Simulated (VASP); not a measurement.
# Ge (Imma) in VASP: a series of runs

The runs below take Ge through single point, with PBEsol, PBEsol+D3(BJ), PBE+D3(BJ), PBE+D4.

Program: VASP 6.6.1. These are calculated values, not measurements. Logs are shortened: lines on timing, memory, paths and dates and some standing lists are left out, and cuts for length are marked.

## (1) The cell of the first run

The typed cell holds 2 atoms: a = 3.892 Å, b = 3.892 Å, c = 3.892 Å, α = 97.36°, β = 97.31°, γ = 138.14°.

## (2) Single point, PBEsol

INCAR reads:

```
SYSTEM = Ge
ALGO = Normal ; EDIFF = 1E-6
ENCUT = 520 ; GGA = PS
ISIF = 2 ; ISMEAR = -1
LASPH = .TRUE. ; LCHARG = .TRUE.
LELF = .TRUE. ; LREAL = .FALSE.
LVHAR = .TRUE. ; LWAVE = .FALSE.
NBANDS = 21 ; NELM = 100
PREC = Accurate ; SIGMA = 0.05
```

KPOINTS reads:

```
k-points
0
G
  11 11 11
  0 0 0
```

POSCAR reads:

```
Ge
1.0
   -2.5699246535      2.5710686308      1.3904996211
    2.5699246535     -2.5710686308      1.3904996211
    2.5699246535      2.5710686308     -1.3904996211
Ge
2
Direct
    0.3744340930      0.1244340930      0.2500000000
    0.6255659070      0.8755659070      0.7500000000
```

Potentials or basis: VASP PAW PBE potentials, release 64 (Ge_d).

Command:

```console
> cat potpaw_PBE.64/Ge_d/POTCAR > POTCAR
> mpirun -np 1 vasp_std > vasp.out
```

OUTCAR:

```text
SYSTEM = Ge
   EDIFF = 1E-6
   ENCUT = 520
   GGA = PS
   ISIF = 2
   ISMEAR = -1
   LASPH = .TRUE.
   LREAL = .FALSE.
   NELM = 100
   PREC = Accurate

 ion  position               nearest neighbor table
   1  0.374  0.124  0.250-   2 2.66   2 2.66   2 2.66   2 2.66
   2  0.626  0.876  0.750-   1 2.66   1 2.66   1 2.66   1 2.66

  LATTYP: Found a body centered orthorhombic cell.
 ALAT       =     2.7809992422
 B/A-ratio  =     1.8482023400
 C/A-ratio  =     1.8490250495

  Lattice vectors:

 A1 = (   2.5699246535,  -2.5710686308,   1.3904996211)
 A2 = (  -2.5699246535,  -2.5710686308,  -1.3904996211)
 A3 = (   2.5699246535,   2.5710686308,  -1.3904996211)

Analysis of symmetry for initial positions (statically):
=====================================================================
 Subroutine PRICEL returns:
 Original cell was already a primitive cell.

 Routine SETGRP: Setting up the symmetry group for a
 body centered orthorhombic supercell.

 Subroutine GETGRP returns: Found  8 space group operations
 (whereof  4 operations were pure point group operations)
 out of a pool of  8 trial point group operations.

The static configuration has the point symmetry C_2h.
 The point group associated with its full space group is D_2h.

Analysis of symmetry for dynamics (positions and initial velocities):
=====================================================================
 Subroutine PRICEL returns:
 Original cell was already a primitive cell.

 Routine SETGRP: Setting up the symmetry group for a
 body centered orthorhombic supercell.

 Subroutine GETGRP returns: Found  8 space group operations
 (whereof  4 operations were pure point group operations)
 out of a pool of  8 trial point group operations.

The dynamic configuration has the point symmetry C_2h.
 The point group associated with its full space group is D_2h.

 Subroutine INISYM returns: Found  8 space group operations
 (whereof  4 operations are pure point group operations),
 and found     1 'primitive' translations

----------------------------------------------------------------------------------------

                                     Primitive cell

  volume of cell :      36.7506

  direct lattice vectors                    reciprocal lattice vectors
    -2.569924654  2.571068631  1.390499621     0.000000000  0.194471666  0.359582982
     2.569924654 -2.571068631  1.390499621     0.194558233  0.000000000  0.359582982
     2.569924654  2.571068631 -1.390499621     0.194558233  0.194471666  0.000000000

  length of vectors
     3.892094015  3.892094015  3.892094015     0.408802091  0.408843279  0.275085687

  position of ions in fractional coordinates (direct lattice)
     0.374434093  0.124434093  0.250000000
     0.625565907  0.875565907  0.750000000

  ion indices of the primitive-cell ions
   primitive index   ion index
                 1           1
                 2           2

----------------------------------------------------------------------------------------

 KPOINTS: k-points

Automatic generation of k-mesh.
 Grid dimensions read from file:
 generate k-points for:   11   11   11

 Generating k-lattice:

  Cartesian coordinates                     Fractional coordinates (reciprocal lattice)
     0.000000000  0.017679242  0.032689362     0.090909091  0.000000000  0.000000000
     0.017687112  0.000000000  0.032689362     0.000000000  0.090909091 -0.000000000
     0.017687112  0.017679242  0.000000000     0.000000000 -0.000000000  0.090909091

  Length of vectors
     0.037163826  0.037167571  0.025007790

  Shift w.r.t. Gamma in fractional coordinates (k-lattice)
     0.000000000  0.000000000  0.000000000

 Subroutine IBZKPT returns following result:
 ===========================================

 Found    216 irreducible k-points:

 Following reciprocal coordinates:
            Coordinates               Weight
  0.000000  0.000000  0.000000      1.000000
  0.090909  0.000000 -0.000000      4.000000
  0.181818 -0.000000  0.000000      4.000000
  0.272727  0.000000  0.000000      4.000000
  0.363636  0.000000  0.000000      4.000000
  0.454545 -0.000000  0.000000      4.000000
[... 16 lines left out ...]
  0.454545  0.181818  0.000000      8.000000
 -0.454545  0.181818 -0.000000      8.000000
 [... further k-points ...]
   k-points           NKPTS =    216   k-points in BZ     NKDIM =    216   number of bands    NBANDS=     21
   number of dos      NEDOS =    301   number of ions     NIONS =      2
   total plane-waves  NPLWV =  27000
   dimension x,y,z NGX =    30 NGY =   30 NGZ =   30
   dimension x,y,z NGXF=    60 NGYF=   60 NGZF=   60
   ions per type =               2
   NGX,Y,Z   is equivalent  to a cutoff of  12.81, 12.81, 12.81 a.u.
   NGXF,Y,Z  is equivalent  to a cutoff of  25.63, 25.63, 25.63 a.u.
 SYSTEM =  Ge
   PREC   = accura    normal or accurate (medium, high low for compatibility)
   ISTART =      0    job   : 0-new  1-cont  2-samecut
   ICHARG =      2    charge: 1-file 2-atom 10-const
   ISPIN  =      1    spin polarized calculation?
   LNONCOLLINEAR =      F non collinear calculations
   LSORBIT =      F    spin-orbit coupling
   LASPH  =      T    aspherical Exc in radial PAW
   ENCUT  =  520.0 eV  38.22 Ry    6.18 a.u.   7.24  7.24  7.24*2*pi/ulx,y,z
   NELM   =    100;   NELMIN=  2; NELMDL= -5     # of ELM steps
   EDIFF  = 0.1E-05   stopping-criterion for ELM
   LREAL  =      F    real-space projection
   EDIFFG = 0.1E-04   stopping-criterion for IOM
   NSW    =      0    number of steps for IOM
   IBRION =     -1    ionic relax: 0-MD 1-quasi-New 2-CG
   NFREE  =      0    steps in history (QN), initial steepest desc. (CG)
   ISIF   =      2    stress and relaxation
   ISYM   =      2    0-nonsym 1-usesym 2-fastsym
   POTIM  = 0.5000    time-step for ionic-motion
   TEBEG  =    0.0;   TEEND  =   0.0 temperature during run
   PSTRESS=    0.0 pullay stress
   NELECT =      28.0000    total number of electrons
   NUPDOWN=      -1.0000    fix difference up-down
   EMIN   =  10.00;   EMAX   =-10.00  energy-range for DOS
   EFERMI =   0.00;   METHOD = LEGACY
   ISMEAR =    -1;   SIGMA  =   0.05  broadening in eV -4-tet -1-fermi 0-gaus
   EFERMI_NEDOS =   21; number of points for ismear=-14 and -15
   IALGO  =     38    algorithm
   IMIX   =      4    mixing-type and parameters
     AMIX     =   0.40;   BMIX     =  1.00
     AMIX_MAG =   1.60;   BMIX_MAG =  1.00
  volume/ion in A,a.u.               =      18.38       124.00
  Fermi-wavevector in a.u.,A,eV,Ry     =   1.495223  2.825561 30.418419  2.235691
  Thomas-Fermi vector in A             =   2.607395
   LORBIT       =      0    0 simple, 1 ext, 2 COOP (PROOUT), +10 PAW based schemes
   GGA     = PS    functional components
   LHFCALC =     F    Hartree Fock is set to
   AEXX    =    0.0000 exact exchange contribution
   IVDW    =     0    specifies the selected vdW correction
   LEPSILON=     F    determine dielectric tensor
   LRPA    =     F    only Hartree local field effects (RPA)
 non-spin polarized calculation
  energy-cutoff  :      520.00
  volume of cell :       36.75
 maximum number of plane-waves:      1017
 NGX is ok and might be reduce to    30
   NGX = 15   NGY = 15   NGZ = 15

 number of electron      28.0000016 magnetization

 Free energy of the ion-electron system (eV)
  ---------------------------------------------------
  ext. energy  EPLUGINS =         0.00000000
  ---------------------------------------------------
  free energy    TOTEN  =        -9.54172994 eV

  energy without entropy =       -9.53352633  energy(sigma->0) =       -9.53762813

 E-fermi :   6.7726     XC(G=0): -11.5104

 val. band max:        6.7335315199   @ k =  -0.1818  -0.1818   0.0909
 cond. band min:       6.7730639688   @ k =  -0.2727  -0.1818   0.1818
 fundamental gap:      0.0395324489
 Fermi energy:         6.7726177438

 k-point     1 :       0.0000    0.0000    0.0000
  band No.  band energies     occupation
      1     -17.9301      2.00000
      2     -17.8867      2.00000
      3     -17.8540      2.00000
      4     -17.8532      2.00000
      5     -17.7426      2.00000
      6     -17.7415      2.00000
[... 13 lines left out ...]
     20      18.3147      0.00000
     21      19.3090      0.00000

 k-point     2 :       0.0909    0.0000   -0.0000
  band No.  band energies     occupation
      1     -17.9267      2.00000
      2     -17.8750      2.00000
      3     -17.8488      2.00000
      4     -17.8399      2.00000
      5     -17.7514      2.00000
      6     -17.7495      2.00000
[... 13 lines left out ...]
     20      18.2440      0.00000
     21      18.8977      0.00000

 k-point     3 :       0.1818   -0.0000    0.0000
  band No.  band energies     occupation
      1     -17.9166      2.00000
      2     -17.8464      2.00000
      3     -17.8370      2.00000
      4     -17.8090      2.00000
      5     -17.7697      2.00000
      6     -17.7562      2.00000
[... 13 lines left out ...]
     20      16.6225      0.00000
     21      17.4444      0.00000

 k-point     4 :       0.2727    0.0000    0.0000
  band No.  band energies     occupation
      1     -17.9029      2.00000
      2     -17.8238      2.00000
      3     -17.8217      2.00000
      4     -17.7979      2.00000
      5     -17.7877      2.00000
      6     -17.7570      2.00000
[... 13 lines left out ...]
     20      15.3304      0.00000
     21      17.7065      0.00000

 k-point     5 :       0.3636    0.0000    0.0000
  band No.  band energies     occupation
      1     -17.8914      2.00000
      2     -17.8250      2.00000
      3     -17.8188      2.00000
      4     -17.8096      2.00000
      5     -17.7878      2.00000
      6     -17.7696      2.00000
[... 13 lines left out ...]
     20      15.5914      0.00000
     21      18.7884      0.00000
[... 382 lines left out ...]
     20      16.7904      0.00000
     21      17.5114      0.00000

 k-point    22 :       0.3636    0.1818    0.0000
  band No.  band energies     occupation
      1     -17.8872      2.00000
      2     -17.8416      2.00000
      3     -17.8232      2.00000
      4     -17.7921      2.00000
      5     -17.7905      2.00000
      6     -17.7614      2.00000
[... 13 lines left out ...]
     20      18.0126      0.00000
     21      18.1929      0.00000

 k-point    23 :       0.4545    0.1818    0.0000
  band No.  band energies     occupation
      1     -17.8788      2.00000
      2     -17.8383      2.00000
      3     -17.8261      2.00000
      4     -17.7928      2.00000
      5     -17.7845      2.00000
      6     -17.7589      2.00000
[... 13 lines left out ...]
     20      17.3292      0.00000
     21      18.3878      0.00000

 k-point    24 :      -0.4545    0.1818   -0.0000
  band No.  band energies     occupation
      1     -17.8796      2.00000
      2     -17.8320      2.00000
      3     -17.8260      2.00000
      4     -17.7998      2.00000
      5     -17.7802      2.00000
      6     -17.7601      2.00000
[... 13 lines left out ...]
     20      17.2275      0.00000
     21      17.8268      0.00000

 [... further k-points ...]

------------------------ aborting loop because EDIFF is reached ----------------------------------------

  FORCE on cell =-STRESS in cart. coord.  units (eV):
  Direction    XX          YY          ZZ          XY          YZ          ZX
  --------------------------------------------------------------------------------------
  -------------------------------------------------------------------------------------
  Total       -0.0107435     -0.0142731     -0.0013463      0.0000000      0.0000000      0.0000000
  in kB       -0.4683725     -0.6222482     -0.0586910      0.0000000      0.0000000      0.0000000
  external PRESSURE =      -0.3831039 kB  Pullay stress =       0.0000000 kB

 VOLUME and BASIS-vectors are now :
 -----------------------------------------------------------------------------
  energy-cutoff  :      520.00
  volume of cell :       36.75
      direct lattice vectors                 reciprocal lattice vectors
    -2.569924654  2.571068631  1.390499621     0.000000000  0.194471666  0.359582982
     2.569924654 -2.571068631  1.390499621     0.194558233  0.000000000  0.359582982
     2.569924654  2.571068631 -1.390499621     0.194558233  0.194471666  0.000000000

 POSITION                                       TOTAL-FORCE (eV/Angst)
 -----------------------------------------------------------------------------------
      0.00000      1.28553      0.34605        -0.000000      0.000000      0.000503
      2.56992      1.28553      1.04445         0.000000     -0.000000     -0.000503
 -----------------------------------------------------------------------------------
    total drift:                               -0.000000     -0.000000      0.000000

  FREE ENERGIE OF THE ION-ELECTRON SYSTEM (eV)
  ---------------------------------------------------
  free  energy   TOTEN  =        -9.5417299420 eV

  energy  without entropy=       -9.5335263280  energy(sigma->0) =       -9.53762813
```

Wall time 60 s (1 thread of Intel Xeon 6975P-C (Granite Rapids), shared host); peak memory 0.26 GiB.

What came out:

* Free energy: -9.5417 eV
* Pressure: 0.0 GPa
* Band gap on the k mesh: zero (band 14 reaches 8.47 eV, above the bottom of band 15 at 3.73 eV)

Levels at points of the mesh, in eV from the Fermi level:
| k point | band 11 | band 12 | band 13 | band 14 | band 15 | band 16 | band 17 | band 18 |
| --- | --- | --- | --- | --- | --- | --- | --- | --- |
| (0.00, 0.00, 0.00) | -13.41 | -4.11 | -2.41 | -2.40 | 3.19 | 7.58 | 7.59 | 8.25 |

Caveat: the PAW data sets were made with another functional, which shifts forces and pressure a little.

## (3) Single point, PBEsol+D3(BJ)

This run uses another cell than the first one, of 17.68 Å³/atom, 0.962 times its volume.

INCAR reads:

```
PREC = Accurate
ENCUT = 500
EDIFF = 1E-6
ISMEAR = -1
SIGMA = 0.05
LREAL = False
LASPH = True
NELM = 120
ALGO = Normal
ISIF = 2
LWAVE = False
LCHARG = True
GGA = PS
IVDW = 12
LELF = True
LVHAR = True
NBANDS = 21
GGA_COMPAT = False
```

KPOINTS reads:

```
regular mesh
0
Gamma
  11 11 11
```

POSCAR reads:

```
Ge
1.0
   -2.5363140702      2.5366962570      1.3743242463
    2.5363140702     -2.5366962570      1.3743242463
    2.5363140702      2.5366962570     -1.3743242463
Ge
2
Direct
    0.3747831222      0.1247831222      0.2500000000
    0.6252168778      0.8752168778      0.7500000000
```

Potentials or basis: VASP PAW PBE potentials, release 64 (Ge_d).

Command:

```console
> cat potpaw_PBE.64/Ge_d/POTCAR > POTCAR
> mpirun -np 1 vasp_std > vasp.out
```

Run time: 74 s. Hardware: 1 thread of Intel Xeon 6975P-C, shared host; peak memory 0.26 GiB.

It converged, with:

- Free energy: -10.2249 eV
- Pressure: -0.1 GPa
- Band gap on the k mesh: zero (band 14 reaches 9.04 eV, above the bottom of band 15 at 4.02 eV)
- Dispersion energy per atom: -0.349 eV

Levels at points of the mesh, in eV from the Fermi level:
```csv
k point,band 10,band 11,band 12,band 13,band 14,band 15,band 16,band 17,band 18,band 19
"(0.00, 0.00, 0.00)",-24.40,-13.77,-3.98,-2.53,-2.53,3.09,7.84,7.85,8.51,8.74
```

Caveat: the PAW data sets were made with another functional, which shifts forces and pressure a little; pairwise dispersion overbinds metals, which lowers pressure and volume.

[end of part 1 of 2]
